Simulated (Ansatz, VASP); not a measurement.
**One calculation of WI6, two programs**

```xyz
7
Lattice="6.3068 0.0000 0.0000 -3.1534 5.4619 0.0000 0.0000 0.0000 6.8201" Properties=species:S:1:pos:R:3 pbc="T T T"
W     0.0000    0.0000    0.0000
I     2.0995    0.0000    3.4100
I     4.2073    0.0000    3.4100
I    -1.0498    1.8182    3.4100
I    -2.1037    3.6436    3.4100
I     2.1037    3.6436    3.4100
I     1.0498    1.8182    3.4100
```

Change from the starting cell: species swapped into the SmC6 type (P6/mmm, No. 191).

Alike in both runs: task single point; functional PBE; k mesh 3 × 3 × 4; occupations gaussian, width 0.1 eV; no spin polarisation.

|  | VASP | Ansatz |
| --- | --- | --- |
| version | VASP 6.6.1 | Ansatz 0.2.0 |
| potentials or method | VASP PAW PBE potentials, release 64 (W_sv, I), cutoff 500 eV | scalar-relativistic, plane waves, PAW |
| valence electrons in the cell | 56 | 116 |

```tsv
	VASP	Ansatz	Ansatz less VASP
gap on the k mesh at the Fermi level (eV)	none	none	-
rms of the force components (eV/Å)	0.163	0.175	+0.0119
```

Atom by atom the forces differ by 0.012 eV/Å (rms over components). A gap of «none» marks a metal or a gap that the smearing closes. VASP's potentials hold 56 valence electrons a cell and Ansatz's 116, so a difference there can come from the potentials and not from the codes.

The k mesh is coarse, so the values compare programs but aren't converged. Neither program's run includes spin-orbit coupling.
